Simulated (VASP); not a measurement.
Al3GaN4: single point with PBEsol

The system is Al3GaN4.

```
Al Ga N
1.0
     4.33119    0.00000    0.00000
     0.00000    4.33119    0.00000
     0.00000    0.00000    4.07608
Al Ga N
3 1 4
Cartesian
  2.1656 2.1656 0.0000
  2.1656 0.0000 2.0380
  0.0000 2.1656 2.0380
  0.0000 0.0000 0.0000
  3.2255 3.2255 1.0406
  3.2255 1.1057 3.0355
  1.1057 3.2255 3.0355
  1.1057 1.1057 1.0406
```

```json
{
  "Program": "VASP 6.6.1",
  "Task": "single point",
  "Functional": "PBEsol",
  "Potentials or basis": "VASP PAW PBE potentials, release 64 (Al, Ga_d, N)",
  "Cutoff": "520 eV",
  "k mesh": "6 × 6 × 6",
  "Occupations": "gaussian, width 0.05 eV",
  "Spin": "no spin polarisation",
  "Dipole correction": "no",
  "Further INCAR settings": "ALGO = Normal; EDIFF = 1e-07; NBANDS = 31"
}
```

```yaml
Pressure: 27.6 GPa
Largest_force: 0.090 eV/Å
Band_gap_on_the_k_mesh: 3.04 eV
```

Forces in eV/Å, atoms in the order of the input:
```
Al   0.000  0.000  0.000
Al   0.000  0.000  0.000
Al   0.000  0.000  0.000
Ga   0.000  0.000  0.000
N    0.026  0.026  0.082
N    0.026 -0.026 -0.082
N   -0.026  0.026 -0.082
N   -0.026 -0.026  0.082
```

Stress tensor (GPa, compression positive):
```
25.86  0.00  0.00
 0.00 25.86  0.00
 0.00  0.00 31.00
```

Levels at points of the mesh, in eV from the valence-band top:
```tsv
k point	band 18	band 19	band 20	band 21	band 22	band 23	band 24	band 25
(0.00, 0.00, 0.00)	-2.11	-0.23	-0.23	0.00	3.04	3.38	3.38	4.21
(0.50, 0.00, 0.00)	-1.42	-1.33	-1.07	-0.99	5.85	5.88	5.95	5.99
(0.50, 0.50, 0.00)	-1.35	-1.02	-1.02	-0.96	7.52	7.52	7.67	7.73
(0.00, 0.00, 0.50)	-1.73	-1.73	-1.37	-1.37	6.08	6.22	6.64	6.64
(0.50, 0.00, 0.50)	-0.93	-0.66	-0.61	-0.52	7.88	7.94	8.02	8.20
(0.50, 0.50, 0.50)	-0.55	-0.55	-0.53	-0.23	6.20	7.57	7.57	7.57
```

Run time: 2.1 min on 1 thread of Intel Xeon 8259CL (shared host), peak memory 0.23 GiB.

Caveat: the stress differs along the axes, from 26 to 31 GPa; the PAW data sets were made with another functional, which shifts forces and pressure a little. A k mesh can miss the band edges.
